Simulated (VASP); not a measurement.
A run of VASP 6.6.1 is set up as follows.

INCAR

```
SYSTEM = Ca2Se
ALGO = Normal ; EDIFF = 1E-6
ENCUT = 520 ; GGA = PE
ISIF = 2 ; ISMEAR = 0
LASPH = .TRUE. ; LCHARG = .FALSE.
LREAL = .FALSE. ; LWAVE = .FALSE.
NBANDS = 35 ; NELM = 100
PREC = Accurate ; SIGMA = 0.1
```

File KPOINTS:

```
k-points
0
G
  4 4 4
  0 0 0
```

Contents of POSCAR:

```
Ca2Se
1.0
    0.0000000000      4.5663744860      4.5663744860
    4.5663744860      0.0000000000      4.5663744860
    4.5663744860      4.5663744860      0.0000000000
Ca Se
4 2
Direct
    0.1250000000      0.1250000000      0.1250000000
    0.6250000000      0.1250000000      0.1250000000
    0.1250000000      0.1250000000      0.6250000000
    0.1250000000      0.6250000000      0.1250000000
    0.5000000000      0.5000000000      0.5000000000
    0.7500000000      0.7500000000      0.7500000000
```

Potentials or basis: VASP PAW PBE potentials, release 64 (Ca_sv, Se).

Command:

```console
$ cat potpaw_PBE.64/Ca_sv/POTCAR potpaw_PBE.64/Se/POTCAR > POTCAR
$ mpirun -np 1 vasp_std > vasp.out
```

(1) What does it give for the pressure?

(2) Predict the band gap on the k mesh.

## Answers

(1) 0.3 GPa.

(2) zero (band 26 reaches 3.14 eV, above the bottom of band 27 at 2.86 eV).
